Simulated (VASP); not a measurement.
**TaN: electric field gradients with PBE**

TaN:

```
Ta N
1.0
     2.87853    0.00000    0.00000
    -1.43927    2.49288    0.00000
     0.00000    0.00000    2.82465
Ta N
1 1
Cartesian
  0.0000 1.6619 1.4123
  0.0000 0.0000 0.0000
```

```json
{"Program": "VASP 6.6.1", "Task": "electric field gradients", "Functional": "PBE", "Potentials or basis": "VASP PAW PBE potentials, release 64 (Ta_sv_GW, N)", "Cutoff": "520 eV", "k mesh": "12 × 12 × 10", "Occupations": "fermi-dirac, width 0.02 eV", "Spin": "no spin polarisation", "Dipole correction": "no", "Further INCAR settings": "ALGO = Normal; EDIFF = 1e-08; NBANDS = 16"}
```

```
Pressure                                : 29.6 GPa
Band gap on the k mesh                  : zero (bands 9 and 10 overlap by 0.54 eV)
Largest electric field gradient by atom : Ta +26.5; N -0.4 V/Å²
```

Stress tensor (GPa, compression positive):
```
28.19  0.00  0.00
 0.00 28.19  0.00
 0.00  0.00 32.34
```

Levels at points of the mesh, in eV from the Fermi level:
| k point | band 5 | band 6 | band 7 | band 8 | band 9 | band 10 | band 11 | band 12 | band 13 | band 14 |
| --- | --- | --- | --- | --- | --- | --- | --- | --- | --- | --- |
| (0.00, 0.00, 0.00) | -18.34 | -4.95 | -4.95 | -4.60 | -3.11 | 2.54 | 3.76 | 3.76 | 4.27 | 4.27 |
| (0.50, 0.00, 0.00) | -15.83 | -8.73 | -5.61 | -3.84 | -3.40 | 3.17 | 4.27 | 5.45 | 5.66 | 7.90 |
| (0.00, 0.00, 0.50) | -15.36 | -9.83 | -4.08 | -4.08 | -0.21 | -0.21 | 2.46 | 3.40 | 3.40 | 8.62 |
| (0.50, 0.00, 0.50) | -16.29 | -7.79 | -6.53 | -6.15 | -0.32 | 4.49 | 5.74 | 6.51 | 7.56 | 10.96 |

Electric field gradients, principal values (V/Å²):
| atom | least | middle | greatest (by size) |
| --- | --- | --- | --- |
| 1 Ta | -13.242 | -13.243 | 26.484 |
| 2 N | 0.196 | 0.197 | -0.393 |

Wall time 26 s on 1 thread of Intel(R) Xeon(R) Platinum 8259CL CPU @ 2.50GHz (Skylake/Cascade Lake), with other jobs on the host, peak memory 0.18 GiB.

Caveat: the cell stands under pressure; without QUAD_EFG the Cq values of the log hold for a quadrupole moment of 1 mb, not for the nuclei; spin-orbit coupling is left out, which moves the levels of the heavy elements.
